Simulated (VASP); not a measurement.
Write the native input for VASP 6.6.1 that does the following.

| Item | Value |
| --- | --- |
| Task | single point |
| Functional | PBEsol |
| Potentials or basis | VASP PAW PBE potentials, release 64 (Sb) |
| Cutoff | 520 eV |
| k mesh | 16 × 16 × 16 |
| Occupations | gaussian, width 0.15 eV |
| Spin | no spin polarisation |
| Dipole correction | no |
| Further INCAR settings | ALGO = Normal; EDIFF = 1e-06; NBANDS = 8 |

The structure of Sb lies in POSCAR:

```
Sb
1.0
    3.1600000000      0.0000000000      0.0000000000
    0.0000000000      3.1600000000      0.0000000000
    0.0000000000      0.0000000000      3.0020000000
Sb
1
Direct
    0.0000000000      0.0000000000      0.0000000000
```

This cell differs from its parent crystal: strain +0.000 along x and y, -0.050 along z.

The input as run:

INCAR

```
SYSTEM = Sb
PREC = Accurate ; ENCUT = 520
EDIFF = 1E-6 ; ISMEAR = 0
SIGMA = 0.15 ; LREAL = .FALSE.
LASPH = .TRUE. ; NELM = 100
ALGO = Normal ; ISIF = 2
LWAVE = .FALSE. ; LCHARG = .TRUE.
GGA = PS ; LELF = .TRUE.
LVHAR = .TRUE. ; NBANDS = 8
```

KPOINTS

```
regular mesh
0
G
  16 16 16
  0 0 0
```

Potentials or basis: VASP PAW PBE potentials, release 64 (Sb).

Launch:

```console
$ cat potpaw_PBE.64/Sb/POTCAR > POTCAR
$ mpirun -np 1 vasp_std > vasp.out
```

Results of the run:

| Property | Result |
| --- | --- |
| Pressure | -2.2 GPa |

Caveat: the cell differs from its parent crystal (strain +0.000 along x and y, -0.050 along z); the PAW data sets were made with another functional, which shifts forces and pressure a little.

Run time: 29 s on 1 thread of AMD EPYC 9R45 96-Core Processor (Zen 5), on a shared host, peak memory 0.18 GiB.
